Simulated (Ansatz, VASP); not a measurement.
# Two plane-wave programs on BN

```
CELL_PARAMETERS angstrom
2.49824 0.00000 0.00000
-1.24912 2.16354 0.00000
0.00000 0.00000 6.63570
ATOMIC_POSITIONS crystal
B 0.33333 0.66667 0.25000
B 0.66667 0.33333 0.75000
N 0.33333 0.66667 0.75000
N 0.66667 0.33333 0.25000
```

Alike in both runs: task relaxation of cell and atoms; functional PBEsol; k mesh 16 × 16 × 6; occupations fermi-dirac, width 0.1 eV; no spin polarisation.

|  | VASP | Ansatz |
| --- | --- | --- |
| version | VASP 6.6.1 | Ansatz 0.2.0 |
| potentials or method | VASP PAW PBE potentials, release 64 (B_h, N_h) | PAW with Ansatz's default frozen-core files, scalar-relativistic |
| plane-wave cutoff (eV) | 1330 | 420 |
| valence electrons in the cell | 16 | 16 |

|  | VASP | Ansatz | Ansatz less VASP |
| --- | --- | --- | --- |
| relaxed volume (Å³/atom) | 9.41 | 9.53 | +0.116 |
| relaxed length of the cell vector where the two differ most in proportion (Å) | 6.930 | 7.016 | +0.0863 |

VASP's potentials were made for PBE, not for PBEsol.
